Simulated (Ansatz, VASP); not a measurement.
One calculation of TiCo, two programs

Contents of INCAR:

```
SYSTEM = TiCo
  PREC = Accurate
  ENCUT = 520
  EDIFF = 1E-7
  ISMEAR = -1
  SIGMA = 0.03
  LREAL = .FALSE.
  LASPH = .TRUE.
  NELM = 150
  ALGO = Normal
  ISIF = 2
  LWAVE = .FALSE.
  LCHARG = .FALSE.
  ISPIN = 2
  MAGMOM = 0 1
  LORBIT = 11
  LMAXMIX = 4
  GGA = PE
  NBANDS = 22
```

KPOINTS

```
regular mesh
0
G
  13 13 13
  0 0 0
```

POSCAR

```
TiCo
1.0
    2.9861109900      0.0000000000      0.0000000000
    0.0000000000      2.9861109900      0.0000000000
    0.0000000000      0.0000000000      2.9861109900
Ti Co
1 1
Direct
    0.0000000000      0.0000000000      0.0000000000
    0.5000000000      0.5000000000      0.5000000000
```

Input for Ansatz:

```yaml
crystal:
  lattice:
    - [2.98611099, 0.0, 0.0]
    - [0.0, 2.98611099, 0.0]
    - [0.0, 0.0, 2.98611099]
  atoms:
    - { symbol: Ti, position: [0.0, 0.0, 0.0] }
    - { symbol: Co, position: [0.5, 0.5, 0.5], spin: 1.0 }
magnetization:
  spin_polarized: true
kpoints:
  mp_grid: { grid: [13, 13, 13] }
scf:
  occupations: { method: fermi_dirac, width: 0.03 }
  lower_state_search: "off"
hamiltonian:
  xc: pbe
  pseudopotentials: { kind: all_electron, lapw: { basis_error: 0.001 } }
output:
  forces: true
  stress: true
  eigenvalues: false
  populations: true
  dos: { projected: true, de: 0.1, e_range: [-8, 5] }
```

Alike in both runs: task single point; functional PBE; k mesh 13 × 13 × 13; occupations fermi-dirac, width 0.03 eV; collinear spin.

|  | VASP | Ansatz |
| --- | --- | --- |
| version | VASP 6.6.1 | Ansatz 0.2.0 |
| potentials or method | VASP PAW PBE potentials, release 64 (Ti_sv, Co), cutoff 520 eV | all-electron LAPW, scalar-relativistic |

```tsv
	VASP	Ansatz	Ansatz less VASP
pressure (GPa)	-0.6	-0.1	+0.47
net moment per atom (μB)	0.44	0.44	+0.001
size of the moment on the site where the two differ most (μB)	0.96	0.99	+0.035
```

Site moments also hang on the region over which each program counts them. Ansatz ran all-electron here, and VASP with PAW potentials.
